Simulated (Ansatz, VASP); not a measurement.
This is a calculation of BP for VASP 6.6.1.

Contents of INCAR:

```
SYSTEM = BP
PREC     = Accurate       ! precision mode
ENCUT    = 520            ! plane-wave cutoff, eV
EDIFF    = 1E-6           ! SCF threshold, eV
ISMEAR   = 0              ! smearing method
SIGMA    = 0.019000000000000003 ! smearing width, eV
LREAL    = .False.        ! projectors in reciprocal space
LASPH    = .True.         ! aspherical terms in the spheres
NELM     = 60             ! most SCF steps
ALGO     = Normal         ! electronic algorithm
ISIF     = 2              ! what is computed and relaxed
LWAVE    = .False.        ! write WAVECAR
LCHARG   = .False.        ! write CHGCAR
GGA      = PE             ! functional
NBANDS   = 11             ! bands
```

Contents of KPOINTS:

```
Automatic mesh
0
Gamma
  10 10 10
  0 0 0
```

POSCAR

```
BP
1.0
    0.0000000000      2.2690000000      2.2690000000
    2.2690000000      0.0000000000      2.2690000000
    2.2690000000      2.2690000000      0.0000000000
P B
1 1
Direct
    0.7500000000      0.7500000000      0.7500000000
    0.0000000000      0.0000000000      0.0000000000
```

Potentials or basis: VASP PAW PBE potentials, release 64 (P, B).

Run with:

```sh
$ cat potpaw_PBE.64/P/POTCAR potpaw_PBE.64/B/POTCAR > POTCAR
$ mpirun -np 1 vasp_std > vasp.out
```

Question: Translate it to Ansatz 0.2.0. Potentials there: all-electron LAPW, scalar-relativistic.

Answer: As run (the cutoff follows the program's own potentials):

input.yaml

```yaml
crystal:
  lattice:
    - [0.0, 2.269, 2.269]
    - [2.269, 0.0, 2.269]
    - [2.269, 2.269, 0.0]
  atoms:
    - { symbol: P, position: [0.75, 0.75, 0.75] }
    - { symbol: B, position: [0.0, 0.0, 0.0] }
kpoints:
  mp_grid: { grid: [10, 10, 10] }
scf:
  occupations: { method: gaussian, width: 0.019 }
hamiltonian:
  xc: pbe
  pseudopotentials: { kind: all_electron, lapw: { basis_error: 0.001 } }
output:
  forces: true
  stress: true
  eigenvalues: true
```

Potentials or basis: all-electron LAPW, scalar-relativistic.

Launch:

```sh
$ ansatz run input.yaml --threads 1 --pin off --max-ram 3072MiB --backend cpu --events-out ev --progress --plain --runs-dir out
```

Both were run:

|  | VASP | Ansatz | Ansatz less VASP |
| --- | --- | --- | --- |
| gap on the k mesh at the Fermi level (eV) | 1.24 | 1.25 | +0.007 |
| least direct gap on the mesh (eV) | 3.40 | 3.41 | +0.006 |
| pressure (GPa) | 0.9 | 1.1 | +0.20 |

Ansatz ran all-electron here, and VASP with PAW potentials.
